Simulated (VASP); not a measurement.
# BAs (F-43m) in VASP: a series of runs, part 2 of 3

VASP 6.6.1. The steps go on from the part before.

**3. Single point, r2SCAN (volume scaled by 1.06)**

POSCAR

```
BAs
1.0
    0.0000000000      2.4388294208      2.4388294208
    2.4388294208      0.0000000000      2.4388294208
    2.4388294208      2.4388294208      0.0000000000
B As
1 1
Direct
    0.0000000000      0.0000000000      0.0000000000
    0.2500000000      0.2500000000      0.2500000000
```

INCAR.step1

```
SYSTEM = BAs
PREC = Accurate
ENCUT = 520
ISMEAR = 0
SIGMA = 0.02
LREAL = .False.
LASPH = .True.
NELM = 80
NBANDS = 11
GGA = PE
ALGO = Normal
EDIFF = 1E-4
LWAVE = .True.
LCHARG = .False.
```

INCAR.step2

```
SYSTEM = BAs
PREC = Accurate
ENCUT = 520
EDIFF = 1E-6
ISMEAR = 0
SIGMA = 0.02
LREAL = .False.
LASPH = .True.
NELM = 80
ALGO = Normal
ISIF = 2
LWAVE = .False.
LCHARG = .False.
METAGGA = R2SCAN
LMIXTAU = .True.
NBANDS = 11
ISTART = 1
```

KPOINTS

```
Automatic mesh
0
Gamma
  10 10 10
  0 0 0
```

Potentials or basis: VASP PAW PBE potentials, release 64 (B, As).

Started as:

```console
$ cat potpaw_PBE.64/B/POTCAR potpaw_PBE.64/As/POTCAR > POTCAR
$ cp INCAR.step1 INCAR
$ mpirun -np 1 vasp_std > vasp.out
$ cp INCAR.step2 INCAR
$ mpirun -np 1 vasp_std > vasp.out
```

OUTCAR:

```text
SYSTEM = BAs
   PREC = Accurate
   ENCUT = 520
   EDIFF = 1E-6
   ISMEAR = 0
   LREAL = .False.
   LASPH = .True.
   NELM = 80
   ISIF = 2
   METAGGA = R2SCAN
   ISTART = 1

 ion  position               nearest neighbor table
   1  0.000  0.000  0.000-   2 2.11   2 2.11   2 2.11   2 2.11
   2  0.250  0.250  0.250-   1 2.11   1 2.11   1 2.11   1 2.11

  LATTYP: Found a face centered cubic cell.
 ALAT       =     4.8776588416

  Lattice vectors:

 A1 = (   0.0000000000,   2.4388294208,   2.4388294208)
 A2 = (   2.4388294208,   0.0000000000,   2.4388294208)
 A3 = (   2.4388294208,   2.4388294208,   0.0000000000)

Analysis of symmetry for initial positions (statically):
=====================================================================
 Subroutine PRICEL returns:
 Original cell was already a primitive cell.

 Routine SETGRP: Setting up the symmetry group for a
 face centered cubic supercell.

 Subroutine GETGRP returns: Found 24 space group operations
 (whereof 24 operations were pure point group operations)
 out of a pool of 48 trial point group operations.

The static configuration has the point symmetry T_d .

Analysis of symmetry for dynamics (positions and initial velocities):
=====================================================================
 Subroutine PRICEL returns:
 Original cell was already a primitive cell.

 Routine SETGRP: Setting up the symmetry group for a
 face centered cubic supercell.

 Subroutine GETGRP returns: Found 24 space group operations
 (whereof 24 operations were pure point group operations)
 out of a pool of 48 trial point group operations.

The dynamic configuration has the point symmetry T_d .

 Subroutine INISYM returns: Found 24 space group operations
 (whereof 24 operations are pure point group operations),
 and found     1 'primitive' translations

----------------------------------------------------------------------------------------

                                     Primitive cell

  volume of cell :      29.0118

  direct lattice vectors                    reciprocal lattice vectors
     0.000000000  2.438829421  2.438829421    -0.205016388  0.205016388  0.205016388
     2.438829421  0.000000000  2.438829421     0.205016388 -0.205016388  0.205016388
     2.438829421  2.438829421  0.000000000     0.205016388  0.205016388 -0.205016388

  length of vectors
     3.449025643  3.449025643  3.449025643     0.355098801  0.355098801  0.355098801

  position of ions in fractional coordinates (direct lattice)
     0.000000000  0.000000000  0.000000000
     0.250000000  0.250000000  0.250000000

  ion indices of the primitive-cell ions
   primitive index   ion index
                 1           1
                 2           2

----------------------------------------------------------------------------------------

 KPOINTS: Automatic mesh

Automatic generation of k-mesh.
 Grid dimensions read from file:
 generate k-points for:   10   10   10

 Generating k-lattice:

  Cartesian coordinates                     Fractional coordinates (reciprocal lattice)
    -0.020501639  0.020501639  0.020501639     0.100000000  0.000000000  0.000000000
     0.020501639 -0.020501639  0.020501639     0.000000000  0.100000000  0.000000000
     0.020501639  0.020501639 -0.020501639     0.000000000  0.000000000  0.100000000

  Length of vectors
     0.035509880  0.035509880  0.035509880

  Shift w.r.t. Gamma in fractional coordinates (k-lattice)
     0.000000000  0.000000000  0.000000000

 Subroutine IBZKPT returns following result:
 ===========================================

 Found     47 irreducible k-points:

 Following reciprocal coordinates:
            Coordinates               Weight
  0.000000  0.000000  0.000000      1.000000
  0.100000  0.000000  0.000000      8.000000
  0.200000  0.000000  0.000000      8.000000
  0.300000  0.000000  0.000000      8.000000
  0.400000  0.000000  0.000000      8.000000
  0.500000  0.000000  0.000000      4.000000
[... 16 lines left out ...]
  0.300000  0.300000  0.000000      6.000000
  0.400000  0.300000  0.000000     24.000000
 [... further k-points ...]
   k-points           NKPTS =     47   k-points in BZ     NKDIM =     47   number of bands    NBANDS=     11
   number of dos      NEDOS =    301   number of ions     NIONS =      2
   total plane-waves  NPLWV =  21952
   dimension x,y,z NGX =    28 NGY =   28 NGZ =   28
   dimension x,y,z NGXF=    56 NGYF=   56 NGZF=   56
   ions per type =               1   1
   NGX,Y,Z   is equivalent  to a cutoff of  13.50, 13.50, 13.50 a.u.
   NGXF,Y,Z  is equivalent  to a cutoff of  26.99, 26.99, 26.99 a.u.
 SYSTEM =  BAs
   PREC   = accura    normal or accurate (medium, high low for compatibility)
   ISTART =      1    job   : 0-new  1-cont  2-samecut
   ICHARG =      0    charge: 1-file 2-atom 10-const
   ISPIN  =      1    spin polarized calculation?
   LNONCOLLINEAR =      F non collinear calculations
   LSORBIT =      F    spin-orbit coupling
   LASPH  =      T    aspherical Exc in radial PAW
   ENCUT  =  520.0 eV  38.22 Ry    6.18 a.u.   6.41  6.41  6.41*2*pi/ulx,y,z
   NELM   =     80;   NELMIN=  2; NELMDL=  0     # of ELM steps
   EDIFF  = 0.1E-05   stopping-criterion for ELM
   LREAL  =      F    real-space projection
   EDIFFG = 0.1E-04   stopping-criterion for IOM
   NSW    =      0    number of steps for IOM
   IBRION =     -1    ionic relax: 0-MD 1-quasi-New 2-CG
   NFREE  =      0    steps in history (QN), initial steepest desc. (CG)
   ISIF   =      2    stress and relaxation
   ISYM   =      2    0-nonsym 1-usesym 2-fastsym
   POTIM  = 0.5000    time-step for ionic-motion
   TEBEG  =    0.0;   TEEND  =   0.0 temperature during run
   PSTRESS=    0.0 pullay stress
   NELECT =       8.0000    total number of electrons
   NUPDOWN=      -1.0000    fix difference up-down
   EMIN   =  10.00;   EMAX   =-10.00  energy-range for DOS
   EFERMI =   0.00;   METHOD = LEGACY
   ISMEAR =     0;   SIGMA  =   0.02  broadening in eV -4-tet -1-fermi 0-gaus
   EFERMI_NEDOS =   21; number of points for ismear=-14 and -15
   IALGO  =     38    algorithm
   IMIX   =      4    mixing-type and parameters
     AMIX     =   0.40;   BMIX     =  1.00
     AMIX_MAG =   1.60;   BMIX_MAG =  1.00
  volume/ion in A,a.u.               =      14.51        97.89
  Fermi-wavevector in a.u.,A,eV,Ry     =   1.065565  2.013626 15.448455  1.135429
  Thomas-Fermi vector in A             =   2.201121
   LORBIT       =      0    0 simple, 1 ext, 2 COOP (PROOUT), +10 PAW based schemes
   METAGGA = R2SCAN    functional components
   LHFCALC =     F    Hartree Fock is set to
   AEXX    =    0.0000 exact exchange contribution
   IVDW    =     0    specifies the selected vdW correction
   LEPSILON=     F    determine dielectric tensor
   LRPA    =     F    only Hartree local field effects (RPA)
 non-spin polarized calculation
 Gauss-broadening in eV      SIGMA  =   0.02
  energy-cutoff  :      520.00
  volume of cell :       29.01
 maximum number of plane-waves:       801
 NGX is ok and might be reduce to    28
   NGX = 13   NGY = 13   NGZ = 13

 number of electron       7.9999999 magnetization

 Free energy of the ion-electron system (eV)
  ---------------------------------------------------
  ext. energy  EPLUGINS =         0.00000000
  ---------------------------------------------------
  free energy    TOTEN  =       -22.21921913 eV

  energy without entropy =      -22.21921913  energy(sigma->0) =      -22.21921913

 E-fermi :   5.5024     XC(G=0): -10.8523

 val. band max:        5.3422344291   @ k =   0.0000   0.0000   0.0000
 cond. band min:       6.7763781113   @ k =   0.4000   0.4000   0.0000
 fundamental gap:      1.4341436822
 Fermi energy:         5.5024056543

 k-point     1 :       0.0000    0.0000    0.0000
  band No.  band energies     occupation
      1     -10.2373      2.00000
      2       5.3422      2.00000
      3       5.3422      2.00000
      4       5.3422      2.00000
      5       8.7198      0.00000
      6       8.7198      0.00000
      7       8.7198      0.00000
      8       9.6718      0.00000
      9      15.3898      0.00000
     10      18.5433      0.00000
     11      18.5433      0.00000
[... 309 lines left out ...]
 k-point    24 :       0.4000    0.3000    0.0000
  band No.  band energies     occupation
      1      -7.6231      2.00000
      2      -1.3159      2.00000
      3       1.4246      2.00000
      4       1.8910      2.00000
      5       7.2805      0.00000
      6       9.0179      0.00000
      7      14.3072      0.00000
      8      14.5724      0.00000
      9      17.7215      0.00000
     10      21.3001      0.00000
     11      21.5230      0.00000

 [... further k-points ...]
[... 5 lines left out ...]
  --------------------------------------------------------------------------------------
  -------------------------------------------------------------------------------------
  Total       -1.2956011     -1.2956011     -1.2956011      0.0000000     -0.0000000      0.0000000
  in kB      -71.5496698    -71.5496698    -71.5496698      0.0000000     -0.0000000      0.0000000
  external PRESSURE =     -71.5496698 kB  Pullay stress =       0.0000000 kB

 VOLUME and BASIS-vectors are now :
 -----------------------------------------------------------------------------
  energy-cutoff  :      520.00
  volume of cell :       29.01
      direct lattice vectors                 reciprocal lattice vectors
     0.000000000  2.438829421  2.438829421    -0.205016388  0.205016388  0.205016388
     2.438829421  0.000000000  2.438829421     0.205016388 -0.205016388  0.205016388
     2.438829421  2.438829421  0.000000000     0.205016388  0.205016388 -0.205016388

 POSITION                                       TOTAL-FORCE (eV/Angst)
 -----------------------------------------------------------------------------------
      0.00000      0.00000      0.00000         0.000000      0.000000      0.000000
      1.21941      1.21941      1.21941        -0.000000     -0.000000     -0.000000
 -----------------------------------------------------------------------------------
    total drift:                               -0.000000     -0.000000      0.000000

  FREE ENERGIE OF THE ION-ELECTRON SYSTEM (eV)
  ---------------------------------------------------
  free  energy   TOTEN  =       -22.2192191300 eV

  energy  without entropy=      -22.2192191300  energy(sigma->0) =      -22.21921913
```

OUTCAR.step1:

```text
SYSTEM = BAs
   PREC = Accurate
   ENCUT = 520
   ISMEAR = 0
   LREAL = .False.
   LASPH = .True.
[... 558 lines left out ...]
      0.00000      0.00000      0.00000        -0.000000      0.000000     -0.000000
      1.21941      1.21941      1.21941         0.000000     -0.000000      0.000000
 -----------------------------------------------------------------------------------
    total drift:                               -0.000000     -0.000000     -0.000000

  FREE ENERGIE OF THE ION-ELECTRON SYSTEM (eV)
  ---------------------------------------------------
  free  energy   TOTEN  =       -11.3978402652 eV

  energy  without entropy=      -11.3978402652  energy(sigma->0) =      -11.39784027
```

Wall time 55 s (1 thread of Intel Xeon Platinum 8488C (Sapphire Rapids), shared host); peak memory 0.16 GiB.

Results:

- Free energy: -22.2192 eV
- Pressure: -7.2 GPa
- Band gap on the k mesh: 1.43 eV, indirect (least direct gap 3.38 eV)

Caveat: the PAW data sets were made with another functional, which shifts forces and pressure a little.

(Part 2 of 3 ends here.)
